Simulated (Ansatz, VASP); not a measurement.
Two plane-wave programs on InSb

```
CELL_PARAMETERS angstrom
0.00000 2.89055 3.46751
2.89055 0.00000 3.46751
2.89055 2.89055 0.00000
ATOMIC_POSITIONS crystal
In 0.00000 0.00000 0.00000
Sb 0.50000 0.50000 0.50000
```

Alike in both runs: task single point; functional PBEsol; k mesh 14 × 14 × 14; occupations gaussian, width 0.15 eV; no spin polarisation.

|  | VASP | Ansatz |
| --- | --- | --- |
| version | VASP 6.6.1 | Ansatz 0.2.0 |
| potentials or method | VASP PAW PBE potentials, release 64 (In_d, Sb), cutoff 520 eV | scalar-relativistic, plane waves, PAW |
| valence electrons in the cell | 18 | 28 |

```tsv
	VASP	Ansatz	Ansatz less VASP
gap on the k mesh at the Fermi level (eV)	none	none	-
pressure (GPa)	0.6	0.6	-0.01
traceless stress, the component that is largest in VASP (GPa)	-7.00	-6.97	+0.028
```

VASP's potentials were made for PBE, not for PBEsol, and Ansatz warns of the same on its side. A gap of «none» marks a metal or a gap that the smearing closes. VASP's potentials hold 18 valence electrons a cell and Ansatz's 28, so a difference there can come from the potentials and not from the codes.

Spin-orbit coupling is off throughout.
